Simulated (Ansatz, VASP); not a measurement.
## One calculation of Li2S, two programs

File INCAR:

```
SYSTEM = Li2S
AGGAC = 1.0
AGGAX = 1.0
ALDAC = 0.0
ALDAX = 1.0
ALGO = Normal
EDIFF = 1E-6
ENCUT = 750
GGA = B5
GGA_COMPAT = .FALSE.
ISIF = 2
ISMEAR = 0
LASPH = .TRUE.
LCHARG = .FALSE.
LREAL = .FALSE.
LWAVE = .FALSE.
NBANDS = 13
NELM = 120
PREC = Accurate
SIGMA = 0.05
```

File KPOINTS:

```
k-points
0
G
  8 8 8
  0 0 0
```

The input POSCAR:

```
Li2S
1.0
    0.0000000000      2.9004701310      2.9004701310
    2.9004701310      0.0000000000      2.9004701310
    2.9004701310      2.9004701310      0.0000000000
Li S
2 1
Direct
    0.2500000000      0.2500000000      0.2500000000
    0.7500000000      0.7500000000      0.7500000000
    0.0000000000      0.0000000000      0.0000000000
```

Input for Ansatz:

```yaml
crystal:
  lattice:
    - [0.0, 2.900470131, 2.900470131]
    - [2.900470131, 0.0, 2.900470131]
    - [2.900470131, 2.900470131, 0.0]
  atoms:
    - { symbol: Li, position: [0.25, 0.25, 0.25] }
    - { symbol: Li, position: [0.75, 0.75, 0.75] }
    - { symbol: S, position: [0.0, 0.0, 0.0] }
basis:
  ecutwfc: 420
  ecutrho_ratio: 4
kpoints:
  mp_grid: { grid: [8, 8, 8] }
hamiltonian:
  xc: blyp
scf:
  occupations: { method: gaussian, width: 0.05 }
output:
  forces: true
  stress: true
  eigenvalues: true
```

Alike in both runs: task single point; functional BLYP; k mesh 8 × 8 × 8; occupations gaussian, width 0.05 eV; no spin polarisation.

|  | VASP | Ansatz |
| --- | --- | --- |
| version | VASP 6.6.1 | Ansatz 0.2.0 |
| potentials or method | VASP PAW PBE potentials, release 64 (Li_sv, S), cutoff 750 eV | scalar-relativistic, plane waves, PAW |
| valence electrons in the cell | 12 | 12 |

Ansatz gave:

* gap on the k mesh at the Fermi level (eV): 3.66
* least direct gap on the mesh (eV): 4.22
* pressure (GPa): -0.7

Question: Estimate VASP's values.

Answer: gap on the k mesh at the Fermi level (eV): 3.66; least direct gap on the mesh (eV): 4.23; pressure (GPa): -0.8.

VASP's potentials were made for PBE, not for BLYP. The functional is the same, so the differences come from potentials, cutoffs and numerics.
